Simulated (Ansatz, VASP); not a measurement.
## Two plane-wave programs on Rb2GaIrC6N6

File INCAR:

```
SYSTEM = Rb2GaIrC6N6
PREC     = Accurate       ! precision mode
ENCUT    = 520            ! plane-wave cutoff, eV
EDIFF    = 1E-6           ! SCF threshold, eV
ISMEAR   = 0              ! smearing method
SIGMA    = 0.1            ! smearing width, eV
LREAL    = Auto         
LASPH    = .TRUE.         ! aspherical terms in the spheres
NELM     = 150            ! most SCF steps
ALGO     = Normal         ! electronic algorithm
ISIF     = 2              ! what is computed and relaxed
LWAVE    = .FALSE.        ! write WAVECAR
LCHARG   = .FALSE.        ! write CHGCAR
ISPIN    = 2              ! spin polarisation
MAGMOM   = 0 0 0 1 0 0 0 0 0 0 0 0 0 0 0 0 ! initial moments
LORBIT   = 11             ! projections on sites
LMAXMIX  = 4              ! l up to which the mixer works
GGA      = PE             ! functional
NBANDS   = 65             ! bands
```

KPOINTS

```
regular mesh
0
G
  4 4 4
  0 0 0
```

The input POSCAR:

```
Rb2GaIrC6N6
1.0
    0.0000000000      5.0735000000      5.0735000000
    5.0735000000      0.0000000000      5.0735000000
    5.0735000000      5.0735000000      0.0000000000
Rb Ga Ir C N
2 1 1 6 6
Direct
    0.2500000000      0.2500000000      0.2500000000
    0.7500000000      0.7500000000      0.7500000000
    0.0000000000      0.0000000000      0.0000000000
    0.5000000000      0.5000000000      0.5000000000
    0.8131467400      0.1868532600      0.1868532600
    0.1868532600      0.8131467400      0.1868532600
    0.1868532600      0.1868532600      0.8131467400
    0.1868532600      0.8131467400      0.8131467400
    0.8131467400      0.1868532600      0.8131467400
    0.8131467400      0.8131467400      0.1868532600
    0.6978417300      0.3021582700      0.3021582700
    0.3021582700      0.6978417300      0.3021582700
    0.3021582700      0.3021582700      0.6978417300
    0.3021582700      0.6978417300      0.6978417300
    0.6978417300      0.3021582700      0.6978417300
    0.6978417300      0.6978417300      0.3021582700
```

Input for Ansatz:

```yaml
crystal:
  lattice:
    - [0.0, 5.0735, 5.0735]
    - [5.0735, 0.0, 5.0735]
    - [5.0735, 5.0735, 0.0]
  atoms:
    - { symbol: Rb, position: [0.25, 0.25, 0.25] }
    - { symbol: Rb, position: [0.75, 0.75, 0.75] }
    - { symbol: Ga, position: [0.0, 0.0, 0.0] }
    - { symbol: Ir, position: [0.5, 0.5, 0.5], spin: 1.0 }
    - { symbol: C, position: [0.81314674, 0.18685326, 0.18685326] }
    - { symbol: C, position: [0.18685326, 0.81314674, 0.18685326] }
    - { symbol: C, position: [0.18685326, 0.18685326, 0.81314674] }
    - { symbol: C, position: [0.18685326, 0.81314674, 0.81314674] }
    - { symbol: C, position: [0.81314674, 0.18685326, 0.81314674] }
    - { symbol: C, position: [0.81314674, 0.81314674, 0.18685326] }
    - { symbol: "N", position: [0.69784173, 0.30215827, 0.30215827] }
    - { symbol: "N", position: [0.30215827, 0.69784173, 0.30215827] }
    - { symbol: "N", position: [0.30215827, 0.30215827, 0.69784173] }
    - { symbol: "N", position: [0.30215827, 0.69784173, 0.69784173] }
    - { symbol: "N", position: [0.69784173, 0.30215827, 0.69784173] }
    - { symbol: "N", position: [0.69784173, 0.69784173, 0.30215827] }
basis:
  ecutwfc: 420
kpoints:
  mp_grid: { grid: [4, 4, 4] }
hamiltonian:
  xc: pbe
scf:
  occupations: { method: gaussian, width: 0.1 }
  lower_state_search: "off"
output:
  forces: true
  stress: true
  eigenvalues: true
  populations: true
magnetization:
  spin_polarized: true
```

Alike in both runs: task single point; functional PBE; k mesh 4 × 4 × 4; occupations gaussian, width 0.1 eV; collinear spin.

```csv
,VASP,Ansatz
version,VASP 6.6.1,Ansatz 0.2.0
potentials or method,"VASP PAW PBE potentials, release 64 (Rb_sv, Ga_d, Ir, C, N), cutoff 520 eV","scalar-relativistic, plane waves, PAW"
valence electrons in the cell,94,102
```

```tsv
	VASP	Ansatz	Ansatz less VASP
gap on the k mesh at the Fermi level (eV)	none	none	-
pressure (GPa)	12.0	11.5	-0.55
rms of the force components (eV/Å)	1.169	1.127	-0.0412
net moment per atom (μB)	0.00	0.00	-0.001
```

Atom by atom the forces differ by 0.168 eV/Å (rms over components). A gap of «none» marks a metal or a gap that the smearing closes. With one functional, cell and mesh, what is left measures potentials, basis and numerics. VASP's potentials hold 94 valence electrons a cell and Ansatz's 102, so a difference there can come from the potentials and not from the codes. Ansatz's warnings: seeded moment not kept.

Spin-orbit coupling is off throughout. Noted on VASP's run: the standard files for N, O and F lose accuracy on very short bonds.
